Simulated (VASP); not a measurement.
Write the native input for VASP 6.6.1 that does the following.

| Quantity | Value |
| --- | --- |
| Task | density of states |
| Functional | PBE |
| Potentials or basis | VASP PAW PBE potentials, release 64 (Co, Si) |
| Cutoff | 520 eV |
| k mesh | 14 × 14 × 14 |
| Occupations | fermi-dirac, width 0.1 eV |
| Spin | no spin polarisation |
| Dipole correction | no |
| k mesh for the DOS | 21 × 21 × 21 |
| Occupations for the DOS | tetrahedron |
| Further INCAR settings | ALGO = Normal; EDIFF = 1e-06; NBANDS = 14 |

Crystal: CoSi (CsCl type).

```
Co Si
1.0
     2.78038    0.00000    0.00000
     0.00000    2.78038    0.00000
     0.00000    0.00000    2.78038
Co Si
1 1
Direct
  0.00000 0.00000 0.00000
  0.50000 0.50000 0.50000
```

The input as run:

POSCAR

```
CoSi
1.0
    2.7803781644      0.0000000000      0.0000000000
    0.0000000000      2.7803781644      0.0000000000
    0.0000000000      0.0000000000      2.7803781644
Co Si
1 1
Direct
    0.0000000000      0.0000000000      0.0000000000
    0.5000000000      0.5000000000      0.5000000000
```

INCAR.step1

```
PREC = Accurate ; ENCUT = 520
EDIFF = 1E-6 ; ISMEAR = -1
SIGMA = 0.1 ; LREAL = F
LASPH = T ; NELM = 120
ALGO = Normal ; ISIF = 2
LWAVE = F ; LCHARG = T
LMAXMIX = 4 ; GGA = PE
NBANDS = 14 ; GGA_COMPAT = F
NEDOS = 2001 ; LORBIT = 11
```

KPOINTS.step1

```
regular mesh
0
Gamma
  14 14 14
```

INCAR.step2

```
PREC = Accurate ; ENCUT = 520
EDIFF = 1E-6 ; ISMEAR = -5
SIGMA = 0.1 ; LREAL = F
LASPH = T ; NELM = 120
ALGO = Normal ; ISIF = 2
LWAVE = F ; LCHARG = F
LMAXMIX = 4 ; GGA = PE
LORBIT = 11 ; NBANDS = 14
NEDOS = 2001 ; ICHARG = 11
GGA_COMPAT = F
```

KPOINTS.step2

```
regular mesh
0
Gamma
  21 21 21
```

Potentials or basis: VASP PAW PBE potentials, release 64 (Co, Si).

The run is started by

```console
$ cat potpaw_PBE.64/Co/POTCAR potpaw_PBE.64/Si/POTCAR > POTCAR
$ cp INCAR.step1 INCAR
$ cp KPOINTS.step1 KPOINTS
$ mpirun -np 1 vasp_std > vasp.out
$ cp INCAR.step2 INCAR
$ cp KPOINTS.step2 KPOINTS
$ mpirun -np 1 vasp_std > vasp.out
```

It gave:

- Valence electrons inside the program's atomic spheres: Co 8.63; Si 1.56

It took 45 s on 1 thread of Intel(R) Xeon(R) Platinum 8375C CPU @ 2.90GHz (Ice Lake), with other jobs on the host, peak memory 0.21 GiB.
